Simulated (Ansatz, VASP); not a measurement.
**Ga3Sb in VASP and in Ansatz**

File INCAR:

```
SYSTEM = Ga3Sb
  PREC = Accurate
  ENCUT = 520
  EDIFF = 1E-7
  ISMEAR = 0
  SIGMA = 0.1
  LREAL = .FALSE.
  LASPH = .TRUE.
  NELM = 80
  ALGO = Normal
  ISIF = 2
  LWAVE = .FALSE.
  LCHARG = .TRUE.
  GGA = PS
  IVDW = 12
  LELF = .TRUE.
  LVHAR = .TRUE.
  NBANDS = 30
```

The input KPOINTS:

```
regular mesh
0
G
  6 6 6
  0 0 0
```

Contents of POSCAR:

```
Ga3Sb
1.0
   -2.1587990000      2.1587990000      4.7604840000
    2.1587990000     -2.1587990000      4.7604840000
    2.1587990000      2.1587990000     -4.7604840000
Ga Sb
3 1
Direct
    0.7500000000      0.2500000000      0.5000000000
    0.2500000000      0.7500000000      0.5000000000
    0.5000000000      0.5000000000      0.0000000000
    0.0000000000      0.0000000000      0.0000000000
```

Input for Ansatz:

```yaml
crystal:
  lattice:
    - [-2.158799, 2.158799, 4.760484]
    - [2.158799, -2.158799, 4.760484]
    - [2.158799, 2.158799, -4.760484]
  atoms:
    - { symbol: Ga, position: [0.75, 0.25, 0.5] }
    - { symbol: Ga, position: [0.25, 0.75, 0.5] }
    - { symbol: Ga, position: [0.5, 0.5, 0.0] }
    - { symbol: Sb, position: [0.0, 0.0, 0.0] }
basis:
  ecutwfc: 420
kpoints:
  mp_grid: { grid: [6, 6, 6] }
hamiltonian:
  xc: pbesol
  dispersion: d3bj
scf:
  occupations: { method: gaussian, width: 0.1 }
output:
  forces: true
  stress: true
  eigenvalues: true
```

Alike in both runs: task single point; functional PBEsol; dispersion D3(BJ); k mesh 6 × 6 × 6; occupations gaussian, width 0.1 eV; no spin polarisation.

|  | VASP | Ansatz |
| --- | --- | --- |
| version | VASP 6.6.1 | Ansatz 0.2.0 |
| potentials or method | VASP PAW PBE potentials, release 64 (Ga_d, Sb), cutoff 520 eV | scalar-relativistic, plane waves, PAW |
| valence electrons in the cell | 44 | 54 |

```csv
,VASP,Ansatz,Ansatz less VASP
gap on the k mesh at the Fermi level (eV),none,none,-
pressure (GPa),-5.7,-5.6,+0.03
"traceless stress, the component that is largest in VASP (GPa)",-1.85,-1.84,+0.012
```

VASP's potentials were made for PBE, not for PBEsol. A gap of «none» marks a metal or a gap that the smearing closes. VASP's potentials hold 44 valence electrons a cell and Ansatz's 54, so a difference there can come from the potentials and not from the codes.

Spin-orbit coupling is off throughout.
